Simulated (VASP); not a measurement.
Here is a VASP 6.6.1 calculation.

The input INCAR:

```
PREC     = Accurate       # precision mode
ENCUT    = 600            # plane-wave cutoff, eV
EDIFF    = 1E-6           # SCF threshold, eV
ISMEAR   = -1             # smearing method
SIGMA    = 0.05           # smearing width, eV
LREAL    = False          # projectors in reciprocal space
LASPH    = True           # aspherical terms in the spheres
NELM     = 100            # most SCF steps
ALGO     = Normal         # electronic algorithm
ISIF     = 3              # what is computed and relaxed
LWAVE    = False          # write WAVECAR
LCHARG   = False          # write CHGCAR
GGA      = PS             # functional
IBRION   = 2              # ionic algorithm
NSW      = 60             # ionic steps
EDIFFG   = -0.01          # ionic threshold
```

KPOINTS

```
regular mesh
0
Gamma
  7 7 7
```

File POSCAR:

```
BiTe
1.0
    0.0000000000      3.2350000000      3.2350000000
    3.2350000000      0.0000000000      3.2350000000
    3.2350000000      3.2350000000      0.0000000000
Bi Te
1 1
Direct
    0.0000000000      0.0000000000      0.0000000000
    0.5000000000      0.5000000000      0.5000000000
```

Potentials or basis: VASP PAW PBE potentials, release 64 (Bi_d, Te).

Launch:

```console
$ cat potpaw_PBE.64/Bi_d/POTCAR potpaw_PBE.64/Te/POTCAR > POTCAR
$ mpirun -np 1 vasp_std > vasp.out
```

Q: Predict the space group after relaxing (to 0.1 Å).

A: Fm-3m (No. 225).

Q: Predict the band gap on the k mesh.

A: Zero (an odd number of electrons rules out a gap without spin polarisation).

Q: Predict the relaxed volume.

A: 32.82 Å³/atom.

Step by step:
```csv
step,energy change (eV),largest force (eV/Å),pressure (GPa),volume (Å³)
1,0.0000,0.0000,-1.54,67.71
2,-0.0073,0.0000,0.93,64.57
3,-0.0103,0.0000,0.00,65.64
```

Caveat: the PAW data sets were made with another functional, which shifts forces and pressure a little; spin-orbit coupling is left out, which moves the levels of the heavy elements.
